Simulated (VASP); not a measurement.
# SiC: single point with r2SCAN

**Measured values to compare with.**

“Insight into the structural, elastic and electronic properties of a new orthorhombic 6O-SiC polytype”, 2020, pmc:7200658 quotes, for a bulk crystal of SiC: band gap 2.4 eV (indirect).

The system is SiC.

```
CELL_PARAMETERS angstrom
0.00000 2.17900 2.17900
2.17900 0.00000 2.17900
2.17900 2.17900 0.00000
ATOMIC_POSITIONS crystal
Si 0.00000 0.00000 0.00000
C 0.75000 0.75000 0.75000
```

* Program: VASP 6.6.1
* Task: single point
* Functional: r2SCAN
* Potentials or basis: VASP PAW PBE potentials, release 64 (Si, C)
* Cutoff: 660 eV
* k mesh: 8 × 8 × 8
* Occupations: gaussian, width 0.01 eV
* Spin: no spin polarisation

| Item | Value |
| --- | --- |
| Pressure | -0.6 GPa |
| Band gap on the k mesh | 1.73 eV (least direct gap 5.06 eV) |

Levels at points of the mesh, in eV from the valence-band top:
| k point | band 1 | band 2 | band 3 | band 4 | band 5 | band 6 | band 7 | band 8 | band 9 |
| --- | --- | --- | --- | --- | --- | --- | --- | --- | --- |
| (0.00, 0.00, 0.00) | -16.18 | 0.00 | 0.00 | 0.00 | 6.83 | 7.85 | 7.85 | 7.85 | 15.21 |
| (0.50, 0.00, 0.00) | -12.55 | -8.82 | -1.11 | -1.11 | 5.99 | 7.75 | 7.75 | 10.95 | 17.41 |
| (0.50, 0.50, 0.00) | -11.09 | -8.05 | -3.33 | -3.33 | 1.73 | 4.82 | 15.13 | 15.13 | 15.99 |

Wall time 21 s on 1 thread of Intel(R) Xeon(R) 6975P-C (Granite Rapids), on a shared host, peak memory 0.15 GiB.

Against the measured gap of SiC, 2.4 eV (indirect; quoted in “Insight into the structural, elastic and electronic properties of a new orthorhombic 6O-SiC polytype”, 2020, pmc:7200658), the calculated 1.73 eV is off by -0.67 eV. The value is that of r2SCAN on a finite k mesh, which can miss the band edges, without temperature or zero-point motion.

Caveat: the PAW data sets were made with another functional, which shifts forces and pressure a little.
